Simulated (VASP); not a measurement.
Set up this calculation in VASP 6.6.1, as the native input.

* Task: relaxation of cell and atoms
* Functional: PBEsol
* Potentials or basis: VASP PAW PBE potentials, release 64 (Sc_sv, Al, As)
* Cutoff: 600 eV
* k mesh: 4 × 4 × 4
* Occupations: fermi-dirac, width 0.05 eV
* Spin: no spin polarisation
* Dipole correction: no
* Further INCAR settings: ALGO = Normal; EDIFF = 1e-06; IBRION = 2; EDIFFG = -0.01; NSW = 100; ISIF = 3

The structure of ScAl2As3 lies in POSCAR:

```
ScAl2As3
1.0
    2.5772324115     -4.6533476138     -0.0328720989
    2.4801760994      4.5998085347      0.0655949568
    0.0303047088      0.0503033550      4.7755913819
Sc Al As
1 2 3
Direct
    0.4939989559      0.5204247329      0.0115167898
    0.0251883272      0.5293314914      0.5065245934
    0.4779290300     -0.0259149619      0.5000392407
    0.1722836369      0.8516093778     -0.0015244325
    0.8411488928      0.1641700669      0.0064304763
   -0.0144929677     -0.0057731658      0.5110980868
```

These files were run (other wordings do the same):

INCAR

```
  PREC = Accurate
  ENCUT = 600
  EDIFF = 1E-6
  ISMEAR = -1
  SIGMA = 0.05
  LREAL = False
  LASPH = True
  NELM = 100
  ALGO = Normal
  ISIF = 3
  LWAVE = False
  LCHARG = False
  GGA = PS
  IBRION = 2
  NSW = 100
  EDIFFG = -0.01
```

KPOINTS

```
Automatic mesh
0
Gamma
  4 4 4
```

Potentials or basis: VASP PAW PBE potentials, release 64 (Sc_sv, Al, As).

The run is started by

```sh
$ cat potpaw_PBE.64/Sc_sv/POTCAR potpaw_PBE.64/Al/POTCAR potpaw_PBE.64/As/POTCAR > POTCAR
$ mpirun -np 1 vasp_std > vasp.out
```

Results of the run:

```json
{
 "Relaxed volume": "18.60 Å³/atom",
 "Relaxed cell": "a = 4.961 Å, b = 4.926 Å, c = 5.198 Å, α = 86.38°, β = 86.79°, γ = 117.82°",
 "Space group after relaxing (to 0.1 Å)": "P1 (No. 1)",
 "Energy gained by relaxing": "363.4 meV/atom",
 "Ionic steps": "76",
 "Pressure after relaxing": "0.0 GPa",
 "Largest force after relaxing": "0.008 eV/Å",
 "Band gap on the k mesh": "zero (bands 16 and 17 overlap by 1.78 eV)"
}
```

Caveat: the PAW data sets were made with another functional, which shifts forces and pressure a little.

Wall time 61 min on 1 thread of Intel(R) Xeon(R) Platinum 8259CL CPU @ 2.50GHz (Skylake/Cascade Lake), on a shared host, peak memory 0.35 GiB.
